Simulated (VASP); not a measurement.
Set up this calculation in VASP 6.6.1, as the native input.

| Quantity | Value |
| --- | --- |
| Task | single point |
| Functional | RPBE |
| Potentials or basis | VASP PAW PBE potentials, release 64 (Cu, O) |
| Cutoff | 520 eV |
| k mesh | 11 × 11 × 11 |
| Occupations | fermi-dirac, width 0.05 eV |
| Spin | no spin polarisation |
| Dipole correction | no |
| Further INCAR settings | ALGO = Normal; EDIFF = 1e-06; NBANDS = 16 |

The structure of CuO lies in POSCAR:

```
CuO
1.0
    0.0000000000      2.1580717154      2.1580717154
    2.1580717154      0.0000000000      2.1580717154
    2.1580717154      2.1580717154      0.0000000000
Cu O
1 1
Direct
    0.0294977200      0.0281008700      0.9080259900
    0.4705022800      0.4718991300      0.5919740100
```

These files were run (other wordings do the same):

INCAR

```
SYSTEM = CuO
  ALGO = Normal
  EDIFF = 1E-6
  ENCUT = 520
  GGA = RP
  ISIF = 2
  ISMEAR = -1
  LASPH = .TRUE.
  LCHARG = .TRUE.
  LELF = .TRUE.
  LREAL = .FALSE.
  LVHAR = .TRUE.
  LWAVE = .FALSE.
  NBANDS = 16
  NELM = 100
  PREC = Accurate
  SIGMA = 0.05
```

KPOINTS

```
k-points
0
G
  11 11 11
  0 0 0
```

Potentials or basis: VASP PAW PBE potentials, release 64 (Cu, O).

Run with:

```sh
$ cat potpaw_PBE.64/Cu/POTCAR potpaw_PBE.64/O/POTCAR > POTCAR
$ mpirun -np 1 vasp_std > vasp.out
```

It gave:

```json
{"Pressure": "12.5 GPa", "Largest force": "0.717 eV/Å", "Band gap on the k mesh": "zero (an odd number of electrons rules out a gap without spin polarisation)"}
```

Caveat: the cell stands under pressure; the PAW data sets were made with another functional, which shifts forces and pressure a little; an odd number of electrons without spin polarisation forces a metal; a magnetic or distorted state may lie lower; semilocal functionals often make such compounds metallic where correlation or magnetic order opens a gap, which also shifts bond lengths.

It took 66 s on 1 thread of Intel(R) Xeon(R) 6975P-C (Granite Rapids), with other jobs on the host, peak memory 0.31 GiB.
